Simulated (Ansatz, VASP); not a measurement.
**One calculation of Ru, two programs**

INCAR

```
PREC = Accurate
ENCUT = 520
EDIFF = 1E-6
ISMEAR = 0
SIGMA = 0.15
LREAL = False
LASPH = True
NELM = 60
ALGO = Fast
ISIF = 2
LWAVE = False
LCHARG = False
GGA = PE
NBANDS = 21
```

File KPOINTS:

```
regular mesh
0
Gamma
  24 24 14
```

Contents of POSCAR:

```
Ru
1.0
    2.8560263454      0.0000000000      0.0000000000
   -1.4280131727      2.4733913690      0.0000000000
    0.0000000000      0.0000000000      4.5116079713
Ru
2
Direct
    0.3333333333      0.6666666667      0.2500000000
    0.6666666667      0.3333333333      0.7500000000
```

Input for Ansatz:

```yaml
crystal:
  lattice:
    - [2.8560263454, 0.0, 0.0]
    - [-1.4280131727, 2.473391369, 0.0]
    - [0.0, 0.0, 4.5116079713]
  atoms:
    - { symbol: Ru, position: [0.3333333333, 0.6666666667, 0.25] }
    - { symbol: Ru, position: [0.6666666667, 0.3333333333, 0.75] }
basis:
  ecutwfc: 420
kpoints:
  mp_grid: { grid: [24, 24, 14] }
hamiltonian:
  xc: pbe
scf:
  occupations: { method: gaussian, width: 0.15 }
output:
  forces: true
  stress: true
  eigenvalues: true
```

Change from the starting cell: strain +0.050 along x and y, +0.050 along z, atoms carried along.

Alike in both runs: task single point; functional PBE; k mesh 24 × 24 × 14; occupations gaussian, width 0.15 eV; no spin polarisation.

|  | VASP | Ansatz |
| --- | --- | --- |
| version | VASP 6.6.1 | Ansatz 0.2.0 |
| potentials or method | VASP PAW PBE potentials, release 64 (Ru_pv), cutoff 520 eV | scalar-relativistic, plane waves, PAW |
| valence electrons in the cell | 28 | 32 |

VASP gave:

* gap on the k mesh at the Fermi level (eV): none
* pressure (GPa): -31.8
* traceless stress, the component that is largest in VASP (GPa): -1.68

What did Ansatz give for the same quantities?

gap on the k mesh at the Fermi level (eV): none; pressure (GPa): -31.8; traceless stress, the component that is largest in VASP (GPa): -1.69.

A gap of «none» marks a metal or a gap that the smearing closes. Both programs put the cell under strong tension, so it lies far from rest at this level. With one functional, cell and mesh, what is left measures potentials, basis and numerics. VASP's potentials hold 28 valence electrons a cell and Ansatz's 32, so a difference there can come from the potentials and not from the codes.

Noted on VASP's run: the cell as given lies far from equilibrium.
